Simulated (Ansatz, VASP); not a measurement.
## Te2Mo: VASP beside Ansatz

```
Te Mo
1.0
     3.56126    0.00000    0.00000
    -1.78063    3.08414    0.00000
     0.00000    0.00000   17.52380
Te Mo
2 1
Cartesian
  0.0000 2.0561 15.1348
  0.0000 2.0561 1.7890
  0.0000 0.0000 0.0000
```

Alike in both runs: task single point; functional r2SCAN; k mesh 12 × 12 × 2; occupations gaussian, width 0.05 eV; no spin polarisation.

|  | VASP | Ansatz |
| --- | --- | --- |
| version | VASP 6.6.1 | Ansatz 0.2.0 |
| potentials or method | VASP PAW PBE potentials, release 64 (Te, Mo_sv), cutoff 520 eV | scalar-relativistic, plane waves, PAW |
| valence electrons in the cell | 26 | 46 |

VASP gave:

- gap on the k mesh at the Fermi level (eV): 0.29
- least direct gap on the mesh (eV): 0.62
- rms of the force components (eV/Å): 1.378

**Question.** Estimate Ansatz's values.

**Answer.** gap on the k mesh at the Fermi level (eV): 0.29; least direct gap on the mesh (eV): 0.62; rms of the force components (eV/Å): 1.379.

VASP's potentials were made for PBE, not for r2SCAN. Atom by atom the forces differ by 0.008 eV/Å (rms over components). With one functional, cell and mesh, what is left measures potentials, basis and numerics. VASP's potentials hold 26 valence electrons a cell and Ansatz's 46, so a difference there can come from the potentials and not from the codes.

Neither program's run includes spin-orbit coupling.
